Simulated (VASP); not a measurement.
Here is a VASP 6.6.1 calculation.

File INCAR:

```
ALGO = Normal ; EDIFF = 1E-6
ENCUT = 520 ; GGA = CA
ISIF = 2 ; ISMEAR = -1
LASPH = True ; LCHARG = True
LELF = True ; LREAL = False
LVHAR = True ; LWAVE = False
NBANDS = 21 ; NELM = 60
PREC = Accurate ; SIGMA = 0.05
```

Contents of KPOINTS:

```
k-points
0
Gamma
  16 16 9
```

POSCAR

```
W
1.0
   -1.5673368545      1.5673368545      1.5673368545
    1.5673368545     -1.5673368545      1.5673368545
    3.1346737090      3.1346737090      0.0000000000
W
2
Direct
    0.0000000000      0.0000000000      0.0000000000
    0.5000000000      0.5000000000      0.5000000000
```

Potentials or basis: VASP PAW LDA potentials, release 64 (W_sv).

The run is started by

```bash
$ cat potpaw_LDA.64/W_sv/POTCAR > POTCAR
$ mpirun -np 1 vasp_std > vasp.out
```

Question: Estimate the pressure.

Answer: 2.1 GPa.

Question: What does it give for the band gap on the k mesh?

Answer: Zero (bands 14 and 15 overlap by 3.64 eV).

Caveat: spin-orbit coupling is left out, which moves the levels of the heavy elements.
